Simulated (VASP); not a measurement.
# Ti4O in VASP: single point with PBE

Aim: the single point of Ti4O with PBE.

Program: VASP 6.6.1. These are calculated values, not measurements. Logs are shortened: lines on timing, memory, paths and dates and some standing lists are left out, and cuts for length are marked.

## 1. The cell of the first run

The cell holds a slab with vacuum, 5 atoms: a = 3.255 Å, b = 3.255 Å, c = 20.179 Å, α = 90.00°, β = 90.00°, γ = 90.00°.

## 2. Single point, PBE

Contents of INCAR:

```
ALGO     = Normal         # electronic algorithm
DIPOL    = 0.5 0.5 0.347
EDIFF    = 1E-6           # SCF threshold, eV
ENCUT    = 520            # plane-wave cutoff, eV
GGA      = PE             # functional
IDIPOL   = 3            
ISIF     = 2              # what is computed and relaxed
ISMEAR   = 0              # smearing method
LASPH    = True           # aspherical terms in the spheres
LCHARG   = True           # write CHGCAR
LDIPOL   = True         
LELF     = True           # ELF
LREAL    = False          # projectors in reciprocal space
LVACPOTAV= True         
LVHAR    = True         
LWAVE    = False          # write WAVECAR
NBANDS   = 35             # bands
NELM     = 100            # most SCF steps
PREC     = Accurate       # precision mode
SIGMA    = 0.1            # smearing width, eV
```

Contents of KPOINTS:

```
k-points
0
Gamma
  8 8 1
```

Contents of POSCAR:

```
Ti4O
1.0
    3.2553359278      0.0000000000      0.0000000000
    0.0000000000      3.2553359278      0.0000000000
    0.0000000000      0.0000000000     20.1793674396
Ti O
4 1
Direct
    0.5000000000      0.5000000000      0.1982222690
    0.0000000000      0.0000000000      0.2788822782
    0.5000000000      0.5000000000      0.3551865237
    0.0000000000      0.0000000000      0.4301109767
    0.0000000000      0.5000000000      0.4717085587
```

Potentials or basis: VASP PAW PBE potentials, release 64 (Ti_sv, O).

Launch:

```console
> cat potpaw_PBE.64/Ti_sv/POTCAR potpaw_PBE.64/O/POTCAR > POTCAR
> mpirun -np 1 vasp_std > vasp.out
```

OUTCAR:

```text
EDIFF = 1E-6
   ENCUT = 520
   GGA = PE
   ISIF = 2
   ISMEAR = 0
   LASPH = True
   LREAL = False
   NELM = 100
   PREC = Accurate

 ion  position               nearest neighbor table
   1  0.500  0.500  0.198-   2 2.82   2 2.82   2 2.82   2 2.82
   2  0.000  0.000  0.279-   3 2.77   3 2.77   3 2.77   3 2.77   1 2.82   1 2.82   1 2.82   1 2.82

   3  0.500  0.500  0.355-   4 2.75   4 2.75   4 2.75   4 2.75   2 2.77   2 2.77   2 2.77   2 2.77

   4  0.000  0.000  0.430-   5 1.83   5 1.83   3 2.75   3 2.75   3 2.75   3 2.75
   5  0.000  0.500  0.472-   4 1.83   4 1.83

  LATTYP: Found a simple tetragonal cell.
 ALAT       =     3.2553359278
 C/A-ratio  =     6.1988587007

  Lattice vectors:

 A1 = (   3.2553359278,   0.0000000000,   0.0000000000)
 A2 = (   0.0000000000,   3.2553359278,   0.0000000000)
 A3 = (   0.0000000000,   0.0000000000,  20.1793674396)

Analysis of symmetry for initial positions (statically):
=====================================================================
 Subroutine PRICEL returns:
 Original cell was already a primitive cell.

 Routine SETGRP: Setting up the symmetry group for a
 simple tetragonal supercell.

 Subroutine GETGRP returns: Found  4 space group operations
 (whereof  4 operations were pure point group operations)
 out of a pool of 16 trial point group operations.

The static configuration has the point symmetry C_2v.

Analysis of symmetry for dynamics (positions and initial velocities):
=====================================================================
 Subroutine PRICEL returns:
 Original cell was already a primitive cell.

 Routine SETGRP: Setting up the symmetry group for a
 simple tetragonal supercell.

 Subroutine GETGRP returns: Found  4 space group operations
 (whereof  4 operations were pure point group operations)
 out of a pool of 16 trial point group operations.

The dynamic configuration has the point symmetry C_2v.

 Subroutine INISYM returns: Found  4 space group operations
 (whereof  4 operations are pure point group operations),
 and found     1 'primitive' translations

----------------------------------------------------------------------------------------

                                     Primitive cell

  volume of cell :     213.8450

  direct lattice vectors                    reciprocal lattice vectors
     3.255335928  0.000000000  0.000000000     0.307187959  0.000000000  0.000000000
     0.000000000  3.255335928  0.000000000     0.000000000  0.307187959  0.000000000
     0.000000000  0.000000000 20.179367440     0.000000000  0.000000000  0.049555567

  length of vectors
     3.255335928  3.255335928 20.179367440     0.307187959  0.307187959  0.049555567

  position of ions in fractional coordinates (direct lattice)
     0.500000000  0.500000000  0.198222269
     0.000000000  0.000000000  0.278882278
     0.500000000  0.500000000  0.355186524
     0.000000000  0.000000000  0.430110977
     0.000000000  0.500000000  0.471708559

  ion indices of the primitive-cell ions
   primitive index   ion index
                 1           1
                 2           2
                 3           3
                 4           4
                 5           5

----------------------------------------------------------------------------------------

 KPOINTS: k-points

Automatic generation of k-mesh.
 Grid dimensions read from file:
 generate k-points for:    8    8    1

 Generating k-lattice:

  Cartesian coordinates                     Fractional coordinates (reciprocal lattice)
     0.038398495  0.000000000  0.000000000     0.125000000  0.000000000  0.000000000
     0.000000000  0.038398495  0.000000000     0.000000000  0.125000000  0.000000000
     0.000000000  0.000000000  0.049555567     0.000000000  0.000000000  1.000000000

  Length of vectors
     0.038398495  0.038398495  0.049555567

  Shift w.r.t. Gamma in fractional coordinates (k-lattice)
     0.000000000  0.000000000  0.000000000

 Subroutine IBZKPT returns following result:
 ===========================================

 Found     25 irreducible k-points:

 Following reciprocal coordinates:
            Coordinates               Weight
  0.000000  0.000000  0.000000      1.000000
  0.125000  0.000000  0.000000      2.000000
  0.000000  0.125000  0.000000      2.000000
  0.250000  0.000000  0.000000      2.000000
  0.000000  0.250000  0.000000      2.000000
  0.375000  0.000000  0.000000      2.000000
[... 16 lines left out ...]
  0.500000  0.375000  0.000000      2.000000
 -0.375000  0.500000  0.000000      2.000000
   k-points           NKPTS =     25   k-points in BZ     NKDIM =     25   number of bands    NBANDS=     35
   number of dos      NEDOS =    301   number of ions     NIONS =      5
   total plane-waves  NPLWV =  86400
   dimension x,y,z NGX =    24 NGY =   24 NGZ =  150
   dimension x,y,z NGXF=    48 NGYF=   48 NGZF=  300
   ions per type =               4   1
   NGX,Y,Z   is equivalent  to a cutoff of  12.26, 12.26, 12.36 a.u.
   NGXF,Y,Z  is equivalent  to a cutoff of  24.51, 24.51, 24.72 a.u.
 SYSTEM =  unknown system
   PREC   = accura    normal or accurate (medium, high low for compatibility)
   ISTART =      0    job   : 0-new  1-cont  2-samecut
   ICHARG =      2    charge: 1-file 2-atom 10-const
   ISPIN  =      1    spin polarized calculation?
   LNONCOLLINEAR =      F non collinear calculations
   LSORBIT =      F    spin-orbit coupling
   LASPH  =      T    aspherical Exc in radial PAW
   ENCUT  =  520.0 eV  38.22 Ry    6.18 a.u.   6.05  6.05 37.52*2*pi/ulx,y,z
   NELM   =    100;   NELMIN=  2; NELMDL= -5     # of ELM steps
   EDIFF  = 0.1E-05   stopping-criterion for ELM
   LREAL  =      F    real-space projection
[... 7 lines left out ...]
   TEBEG  =    0.0;   TEEND  =   0.0 temperature during run
   PSTRESS=    0.0 pullay stress
   NELECT =      54.0000    total number of electrons
   NUPDOWN=      -1.0000    fix difference up-down
   EMIN   =  10.00;   EMAX   =-10.00  energy-range for DOS
   EFERMI =   0.00;   METHOD = LEGACY
   ISMEAR =     0;   SIGMA  =   0.10  broadening in eV -4-tet -1-fermi 0-gaus
   EFERMI_NEDOS =   21; number of points for ismear=-14 and -15
   IALGO  =     38    algorithm
   IMIX   =      4    mixing-type and parameters
     AMIX     =   0.40;   BMIX     =  1.00
     AMIX_MAG =   1.60;   BMIX_MAG =  1.00
  volume/ion in A,a.u.               =      42.77       288.62
  Fermi-wavevector in a.u.,A,eV,Ry     =   1.034760  1.955413 14.568147  1.070729
  Thomas-Fermi vector in A             =   2.169071
   LORBIT       =      0    0 simple, 1 ext, 2 COOP (PROOUT), +10 PAW based schemes
   GGA     = PE    functional components
   LHFCALC =     F    Hartree Fock is set to
   AEXX    =    0.0000 exact exchange contribution
   IVDW    =     0    specifies the selected vdW correction
   LEPSILON=     F    determine dielectric tensor
   LRPA    =     F    only Hartree local field effects (RPA)
 non-spin polarized calculation
 Gauss-broadening in eV      SIGMA  =   0.10
  energy-cutoff  :      520.00
  volume of cell :      213.85
 maximum number of plane-waves:      5808
   NGX = 13   NGY = 13   NGZ = 75

 dipolmoment           0.000000      0.000000     -0.226021 electrons x Angstroem

 number of electron      54.0000020 magnetization

 dipolmoment           0.000000      0.000000      0.097152 electrons x Angstroem

 Free energy of the ion-electron system (eV)
  ---------------------------------------------------
  ext. energy  EPLUGINS =         0.00000000
  ---------------------------------------------------
  free energy    TOTEN  =       -38.42805534 eV

  energy without entropy =      -38.38297207  energy(sigma->0) =      -38.40551371

 E-fermi :   0.2741     XC(G=0):  -4.9225

 val. band max:        0.2729330325   @ k =   0.5000   0.3750   0.0000
 cond. band min:       0.2765167569   @ k =   0.0000   0.3750   0.0000
 fundamental gap:      0.0035837244
 Fermi energy:         0.2740557511

 k-point     1 :       0.0000    0.0000    0.0000
  band No.  band energies     occupation
      1     -56.8728      2.00000
      2     -56.7723      2.00000
      3     -56.1840      2.00000
      4     -55.9840      2.00000
      5     -33.3207      2.00000
      6     -33.1359      2.00000
[... 27 lines left out ...]
     34       2.0993      0.00000
     35       2.2457      0.00000

 k-point     2 :       0.1250    0.0000    0.0000
  band No.  band energies     occupation
      1     -56.8701      2.00000
      2     -56.7702      2.00000
      3     -56.1802      2.00000
      4     -55.9866      2.00000
      5     -33.3160      2.00000
      6     -33.1415      2.00000
[... 27 lines left out ...]
     34       2.0601      0.00000
     35       2.4745      0.00000

 k-point     3 :       0.0000    0.1250    0.0000
  band No.  band energies     occupation
      1     -56.8690      2.00000
      2     -56.7702      2.00000
      3     -56.1802      2.00000
      4     -55.9866      2.00000
      5     -33.3787      2.00000
      6     -33.1370      2.00000
[... 27 lines left out ...]
     34       2.2714      0.00000
     35       2.3751      0.00000

 k-point     4 :       0.2500    0.0000    0.0000
  band No.  band energies     occupation
      1     -56.8637      2.00000
      2     -56.7653      2.00000
      3     -56.1705      2.00000
      4     -55.9935      2.00000
      5     -33.3047      2.00000
      6     -33.1545      2.00000
[... 27 lines left out ...]
     34       2.1662      0.00000
     35       2.4314      0.00000

 k-point     5 :       0.0000    0.2500    0.0000
  band No.  band energies     occupation
      1     -56.8597      2.00000
      2     -56.7653      2.00000
      3     -56.1706      2.00000
      4     -55.9935      2.00000
      5     -33.5067      2.00000
      6     -33.1422      2.00000
[... 638 lines left out ...]
 k-point    22 :       0.3750    0.3750    0.0000
  band No.  band energies     occupation
      1     -56.8408      2.00000
      2     -56.7515      2.00000
      3     -56.1479      2.00000
      4     -55.9969      2.00000
      5     -33.6136      2.00000
      6     -33.1798      2.00000
[... 27 lines left out ...]
     34       2.1478      0.00000
     35       2.4376      0.00000

 k-point    23 :       0.5000    0.3750    0.0000
  band No.  band energies     occupation
      1     -56.8392      2.00000
      2     -56.7499      2.00000
      3     -56.1458      2.00000
      4     -55.9961      2.00000
      5     -33.6127      2.00000
      6     -33.2000      2.00000
[... 27 lines left out ...]
     34       2.3923      0.00000
     35       2.5192      0.00000

 k-point    24 :      -0.3750    0.5000    0.0000
  band No.  band energies     occupation
      1     -56.8380      2.00000
      2     -56.7499      2.00000
      3     -56.1459      2.00000
      4     -55.9961      2.00000
      5     -33.6639      2.00000
      6     -33.1797      2.00000
[... 27 lines left out ...]
     34       2.1697      0.00000
     35       2.2367      0.00000

 [... further k-points ...]
[... 5 lines left out ...]
  --------------------------------------------------------------------------------------
  -------------------------------------------------------------------------------------
  Total        0.2029281      1.1470476      0.5506330      0.0000000      0.0000000      0.0000000
  in kB        1.5203854      8.5939503      4.1254722      0.0000000      0.0000000      0.0000000
  external PRESSURE =       4.7466026 kB  Pullay stress =       0.0000000 kB

 VOLUME and BASIS-vectors are now :
 -----------------------------------------------------------------------------
  energy-cutoff  :      520.00
  volume of cell :      213.85
      direct lattice vectors                 reciprocal lattice vectors
     3.255335928  0.000000000  0.000000000     0.307187959  0.000000000  0.000000000
     0.000000000  3.255335928  0.000000000     0.000000000  0.307187959  0.000000000
     0.000000000  0.000000000 20.179367440     0.000000000  0.000000000  0.049555567

 POSITION                                       TOTAL-FORCE (eV/Angst)
 -----------------------------------------------------------------------------------
      1.62767      1.62767      4.00000         0.000000      0.000000      0.461970
      0.00000      0.00000      5.62767         0.000000      0.000000     -0.409674
      1.62767      1.62767      7.16744         0.000000      0.000000     -0.965865
      0.00000      0.00000      8.67937         0.000000      0.000000      0.859481
      0.00000      1.62767      9.51878         0.000000      0.000000      0.054089
 -----------------------------------------------------------------------------------
    total drift:                                0.000000      0.000000     -0.000114

  FREE ENERGIE OF THE ION-ELECTRON SYSTEM (eV)
  ---------------------------------------------------
  free  energy   TOTEN  =       -38.4280553428 eV

  energy  without entropy=      -38.3829720691  energy(sigma->0) =      -38.40551371

 vacuum level on the upper side and lower side of the slab         5.153         3.493
```

Run time: 2.7 min. Hardware: 1 thread of Intel Xeon 6975P-C (Granite Rapids), shared host; peak memory 0.37 GiB.

What came out:

| Property | Result |
| --- | --- |
| Free energy | -38.4281 eV |
| Largest force | 0.966 eV/Å |
| Band gap on the k mesh | zero (band 27 reaches 0.53 eV, above the bottom of band 28 at -0.05 eV) |

Forces on the atoms (eV/Å):
```
Ti   0.000  0.000  0.462
Ti   0.000  0.000 -0.410
Ti   0.000  0.000 -0.966
Ti   0.000  0.000  0.859
O    0.000  0.000  0.054
```

Levels at points of the mesh, in eV from the Fermi level:
```tsv
k point	band 23	band 24	band 25	band 26	band 27	band 28	band 29	band 30	band 31	band 32
(0.00, 0.00, 0.00)	-2.07	-1.92	-1.31	0.06	0.20	0.80	0.83	0.95	0.96	1.19
(0.50, 0.00, 0.00)	-1.84	-0.72	-0.36	-0.03	0.02	0.10	0.53	1.00	1.07	1.35
(0.00, 0.50, 0.00)	-2.00	-1.82	-0.37	-0.32	-0.04	-0.01	0.37	0.76	1.18	1.38
(0.50, 0.50, 0.00)	-0.88	-0.79	-0.63	-0.47	-0.34	-0.14	-0.08	1.55	1.73	1.89
```
